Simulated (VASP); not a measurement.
# Sb (R-3m) in VASP: notebook

The runs below take Sb through single point, with PBEsol.

All numbers are computed with VASP 6.6.1; they aren't measurements. Logs are shortened: lines on timing, memory, paths and dates and some standing lists are left out, and cuts for length are marked.

**1. The cell of the first run**

The structure is trigonal, space group R-3m (No. 166). Conventional cell: a = 4.308 Å, b = 4.308 Å, c = 11.274 Å, α = 90.00°, β = 90.00°, γ = 120.00°. Within 3.8 Å of Sb (site symmetry 3m) lie 6 Sb at 2.91 to 3.35 Å.

**2. Single point, PBEsol**

Contents of INCAR:

```
ALGO = Normal
EDIFF = 1E-6
ENCUT = 520
GGA = PS
ISIF = 2
ISMEAR = -1
LASPH = True
LCHARG = False
LREAL = False
LWAVE = False
NBANDS = 12
NELM = 100
PREC = Accurate
SIGMA = 0.1
```

Contents of KPOINTS:

```
k-points
0
Gamma
  5 5 5
```

Contents of POSCAR:

```
Sb
1.0
    2.1542000000      1.2437279500      3.7580000000
   -2.1542000000      1.2437279500      3.7580000000
    0.0000000000     -2.4874559000      3.7580000000
Sb
2
Direct
    0.2334900000      0.2334900000      0.2334900000
    0.7665100000      0.7665100000      0.7665100000
```

Potentials or basis: VASP PAW PBE potentials, release 64 (Sb).

Run with:

```
$ cat potpaw_PBE.64/Sb/POTCAR > POTCAR
$ mpirun -np 1 vasp_std > vasp.out
```

OUTCAR:

```text
EDIFF = 1E-6
   ENCUT = 520
   GGA = PS
   ISIF = 2
   ISMEAR = -1
   LASPH = True
   LREAL = False
   NELM = 100
   PREC = Accurate

 ion  position               nearest neighbor table
   1  0.233  0.233  0.233-   2 2.91   2 2.91   2 2.91   2 3.35   2 3.35   2 3.35
   2  0.767  0.767  0.767-   1 2.91   1 2.91   1 2.91   1 3.35   1 3.35   1 3.35

  LATTYP: Found a trigonal (rhomboedric) cell.
 ALAT       =     4.5066618304
 COS(alpha) =     0.5430253623

  Lattice vectors:

 A1 = (   2.1542000000,   1.2437279500,   3.7580000000)
 A2 = (  -2.1542000000,   1.2437279500,   3.7580000000)
 A3 = (   0.0000000000,  -2.4874559000,   3.7580000000)

Analysis of symmetry for initial positions (statically):
=====================================================================
 Subroutine PRICEL returns:
 Original cell was already a primitive cell.

 Routine SETGRP: Setting up the symmetry group for a
 trigonal (rhombohedral) supercell.

 Subroutine GETGRP returns: Found 12 space group operations
 (whereof 12 operations were pure point group operations)
 out of a pool of 12 trial point group operations.

The static configuration has the point symmetry D_3d.

Analysis of symmetry for dynamics (positions and initial velocities):
=====================================================================
 Subroutine PRICEL returns:
 Original cell was already a primitive cell.

 Routine SETGRP: Setting up the symmetry group for a
 trigonal (rhombohedral) supercell.

 Subroutine GETGRP returns: Found 12 space group operations
 (whereof 12 operations were pure point group operations)
 out of a pool of 12 trial point group operations.

The dynamic configuration has the point symmetry D_3d.

 Subroutine INISYM returns: Found 12 space group operations
 (whereof 12 operations are pure point group operations),
 and found     1 'primitive' translations

----------------------------------------------------------------------------------------

                                     Primitive cell

  volume of cell :      60.4115

  direct lattice vectors                    reciprocal lattice vectors
     2.154200000  1.243727950  3.758000000     0.232104726  0.134005726  0.088699663
    -2.154200000  1.243727950  3.758000000    -0.232104726  0.134005726  0.088699663
     0.000000000 -2.487455900  3.758000000     0.000000000 -0.268011452  0.088699663

  length of vectors
     4.506661830  4.506661830  4.506661830     0.282307932  0.282307932  0.282307932
[... 83 lines left out ...]
   POTIM  = 0.5000    time-step for ionic-motion
   TEBEG  =    0.0;   TEEND  =   0.0 temperature during run
   PSTRESS=    0.0 pullay stress
   NELECT =      10.0000    total number of electrons
   NUPDOWN=      -1.0000    fix difference up-down
   EMIN   =  10.00;   EMAX   =-10.00  energy-range for DOS
   EFERMI =   0.00;   METHOD = LEGACY
   ISMEAR =    -1;   SIGMA  =   0.10  broadening in eV -4-tet -1-fermi 0-gaus
   EFERMI_NEDOS =   21; number of points for ismear=-14 and -15
   IALGO  =     38    algorithm
   IMIX   =      4    mixing-type and parameters
     AMIX     =   0.40;   BMIX     =  1.00
     AMIX_MAG =   1.60;   BMIX_MAG =  1.00
  volume/ion in A,a.u.               =      30.21       203.84
  Fermi-wavevector in a.u.,A,eV,Ry     =   0.898880  1.698637 10.993305  0.807985
  Thomas-Fermi vector in A             =   2.021644
   LORBIT       =      0    0 simple, 1 ext, 2 COOP (PROOUT), +10 PAW based schemes
   GGA     = PS    functional components
   LHFCALC =     F    Hartree Fock is set to
   AEXX    =    0.0000 exact exchange contribution
   IVDW    =     0    specifies the selected vdW correction
   LEPSILON=     F    determine dielectric tensor
   LRPA    =     F    only Hartree local field effects (RPA)
 non-spin polarized calculation
  energy-cutoff  :      520.00
  volume of cell :       60.41
 maximum number of plane-waves:      1642
 NGX is ok and might be reduce to    36
   NGX = 17   NGY = 17   NGZ = 17

 number of electron      10.0000000 magnetization

 Free energy of the ion-electron system (eV)
  ---------------------------------------------------
  ext. energy  EPLUGINS =         0.00000000
  ---------------------------------------------------
  free energy    TOTEN  =        -9.15846433 eV

  energy without entropy =       -9.14650194  energy(sigma->0) =       -9.15248313

 E-fermi :   7.1470     XC(G=0):  -9.6676

 val. band max:        6.9981550092   @ k =   0.4000   0.2000   0.2000
 cond. band min:       7.3825558387   @ k =   0.4000   0.0000  -0.0000
 fundamental gap:      0.3844008296
 Fermi energy:         7.1469978816

 k-point     1 :       0.0000    0.0000    0.0000
  band No.  band energies     occupation
      1      -5.6019      2.00000
      2       2.3151      2.00000
      3       5.0679      2.00000
      4       5.3463      2.00000
      5       5.3463      2.00000
      6       9.2043      0.00000
      7       9.8293      0.00000
      8       9.8293      0.00000
      9      12.1934      0.00000
     10      12.1934      0.00000
     11      12.3348      0.00000
     12      13.6104      0.00000
[... 256 lines left out ...]
 k-point    19 :      -0.4000    0.4000    0.4000
  band No.  band energies     occupation
      1      -3.7502      2.00000
      2      -1.6527      2.00000
      3       3.0408      2.00000
      4       4.8815      2.00000
      5       5.7319      2.00000
      6       8.5654      0.00000
      7       8.9626      0.00000
      8      11.1232      0.00000
      9      12.8887      0.00000
     10      14.1527      0.00000
     11      14.5204      0.00000
     12      17.1208      0.00000

------------------------ aborting loop because EDIFF is reached ----------------------------------------

  FORCE on cell =-STRESS in cart. coord.  units (eV):
  Direction    XX          YY          ZZ          XY          YZ          ZX
  --------------------------------------------------------------------------------------
  -------------------------------------------------------------------------------------
  Total        0.1615083      0.1615083     -0.1881844      0.0000000      0.0000000     -0.0000000
  in kB        4.2833731      4.2833731     -4.9908530      0.0000000      0.0000000     -0.0000000
  external PRESSURE =       1.1919644 kB  Pullay stress =       0.0000000 kB

 VOLUME and BASIS-vectors are now :
 -----------------------------------------------------------------------------
  energy-cutoff  :      520.00
  volume of cell :       60.41
      direct lattice vectors                 reciprocal lattice vectors
     2.154200000  1.243727950  3.758000000     0.232104726  0.134005726  0.088699663
    -2.154200000  1.243727950  3.758000000    -0.232104726  0.134005726  0.088699663
     0.000000000 -2.487455900  3.758000000     0.000000000 -0.268011452  0.088699663

 POSITION                                       TOTAL-FORCE (eV/Angst)
 -----------------------------------------------------------------------------------
      0.00000      0.00000      2.63237         0.000000      0.000000      0.054761
      0.00000      0.00000      8.64163         0.000000     -0.000000     -0.054761
 -----------------------------------------------------------------------------------
    total drift:                                0.000000     -0.000000     -0.000000

  FREE ENERGIE OF THE ION-ELECTRON SYSTEM (eV)
  ---------------------------------------------------
  free  energy   TOTEN  =        -9.1584643275 eV

  energy  without entropy=       -9.1465019393  energy(sigma->0) =       -9.15248313
```

It took 6.6 s on 1 thread of Intel Xeon 6975P-C (Granite Rapids), shared host; peak memory 0.19 GiB.

Results:

* Free energy: -9.1585 eV
* Pressure: 0.1 GPa
* Largest force: 0.055 eV/Å
* Band gap on the k mesh: 0.38 eV, indirect (least direct gap 0.74 eV)

Forces in eV/Å, atoms in the order of the input:
```
Sb   0.000  0.000  0.055
Sb   0.000  0.000 -0.055
```

Caveat: the PAW data sets were made with another functional, which shifts forces and pressure a little; spin-orbit coupling is left out, which moves the levels of the heavy elements. A k mesh can miss the band edges.

**3. Single point, PBEsol**

Contents of INCAR:

```
SYSTEM = Sb
  PREC = Accurate
  ENCUT = 520
  EDIFF = 1E-6
  ISMEAR = -1
  SIGMA = 0.1
  LREAL = .False.
  LASPH = .True.
  NELM = 60
  ALGO = Normal
  ISIF = 2
  LWAVE = .False.
  LCHARG = .True.
  GGA = PS
  LELF = .True.
  LVHAR = .True.
  NBANDS = 12
```

Contents of KPOINTS:

```
Automatic mesh
0
Gamma
  6 6 6
  0 0 0
```

POSCAR is that of step 2.

Potentials or basis: VASP PAW PBE potentials, release 64 (Sb).

Run with:

```
$ cat potpaw_PBE.64/Sb/POTCAR > POTCAR
$ mpirun -np 1 vasp_std > vasp.out
```

Wall time 9.9 s (1 thread of Intel Xeon 6975P-C (Granite Rapids), shared host); peak memory 0.19 GiB.

The run converged. Its results:

```
Free energy            : -9.1349 eV
Pressure               : 0.2 GPa
Largest force          : 0.085 eV/Å
Band gap on the k mesh : zero (band 5 reaches 7.18 eV, above the bottom of band 6 at 6.89 eV)
```

Forces in eV/Å, atoms in the order of the input:
```
Sb   0.000  0.000  0.085
Sb   0.000  0.000 -0.085
```

Stress tensor (GPa, compression positive):
```
0.34 0.00 0.00
0.00 0.34 0.00
0.00 0.00 0.05
```

Levels at points of the mesh, in eV from the Fermi level:
```csv
k point,band 1,band 2,band 3,band 4,band 5,band 6,band 7,band 8,band 9,band 10
"(0.00, 0.00, 0.00)",-12.74,-4.81,-2.06,-1.79,-1.79,2.06,2.69,2.69,5.06,5.06
"(0.50, 0.00, 0.00)",-10.37,-9.64,-1.94,-1.82,-0.28,-0.24,0.16,0.50,7.50,8.19
"(0.50, 0.50, 0.00)",-10.37,-8.01,-5.45,-3.76,-3.66,1.47,4.94,5.51,6.94,8.74
"(0.50, 0.50, 0.50)",-11.20,-8.99,-1.31,-1.31,-0.51,0.13,0.13,1.11,6.93,8.67
```

Caveat: the PAW data sets were made with another functional, which shifts forces and pressure a little; spin-orbit coupling is left out, which moves the levels of the heavy elements.

**4. Single point, PBEsol**

Contents of INCAR:

```
SYSTEM = Sb
ALGO = Normal
EDIFF = 1E-6
ENCUT = 520
GGA = PS
ISIF = 2
ISMEAR = -1
LASPH = .True.
LCHARG = .True.
LELF = .True.
LREAL = .False.
LVHAR = .True.
LWAVE = .False.
NBANDS = 12
NELM = 60
PREC = Accurate
SIGMA = 0.1
```

Contents of KPOINTS:

```
k-points
0
Gamma
  8 8 8
  0 0 0
```

POSCAR is that of step 3.

Run with:

```
$ cat potpaw_PBE.64/Sb/POTCAR > POTCAR
$ mpirun -np 1 vasp_std > vasp.out
```

It took 22 s on 1 thread of Intel Xeon 6975P-C (Granite Rapids), shared host; peak memory 0.21 GiB.

It converged, with:

| Quantity | Value |
| --- | --- |
| Free energy | -9.1231 eV |
| Pressure | 0.2 GPa |
| Largest force | 0.180 eV/Å |
| Band gap on the k mesh | zero (band 5 reaches 7.20 eV, above the bottom of band 6 at 6.89 eV) |

Forces on the atoms (eV/Å):
```
Sb   0.000  0.000  0.180
Sb   0.000  0.000 -0.180
```

Stress tensor (GPa, compression positive):
```
 0.35  0.00  0.00
 0.00  0.35  0.00
 0.00  0.00 -0.13
```

Levels at points of the mesh, in eV from the Fermi level:
```csv
k point,band 1,band 2,band 3,band 4,band 5,band 6,band 7,band 8,band 9,band 10
"(0.00, 0.00, 0.00)",-12.75,-4.83,-2.07,-1.81,-1.81,2.04,2.68,2.68,5.05,5.05
"(0.50, 0.00, 0.00)",-10.39,-9.66,-1.96,-1.84,-0.29,-0.26,0.14,0.49,7.48,8.18
"(0.50, 0.50, 0.00)",-10.39,-8.03,-5.47,-3.77,-3.68,1.45,4.93,5.49,6.92,8.72
"(0.50, 0.50, 0.50)",-11.22,-9.00,-1.33,-1.33,-0.54,0.12,0.12,1.11,6.91,8.65
```

Caveat: the PAW data sets were made with another functional, which shifts forces and pressure a little; spin-orbit coupling is left out, which moves the levels of the heavy elements.

**5. Summary**

| k mesh | gap on the mesh (eV) | pressure (GPa) | largest force (eV/Å) |
| --- | --- | --- | --- |
| 5 × 5 × 5 | 0.38 | 0.1 | 0.05 |
| 6 × 6 × 6 | none | 0.2 | 0.09 |
| 8 × 8 × 8 | none | 0.2 | 0.18 |

Alike in all rows: task single point; level PBEsol; potentials or basis VASP PAW PBE potentials, release 64 (Sb); no spin polarisation; cell as given; cutoff (eV) 520; smearing fermi-dirac 0.1 eV.

On the cell as given the gap runs from zero (PBEsol) to 0.38 eV (PBEsol); the meshes differ, which moves gaps too.

Caveats: the PAW data sets were made with another functional, which shifts forces and pressure a little; spin-orbit coupling is left out, which moves the levels of the heavy elements.

Absolute energies hang on the potentials; compare differences alone.
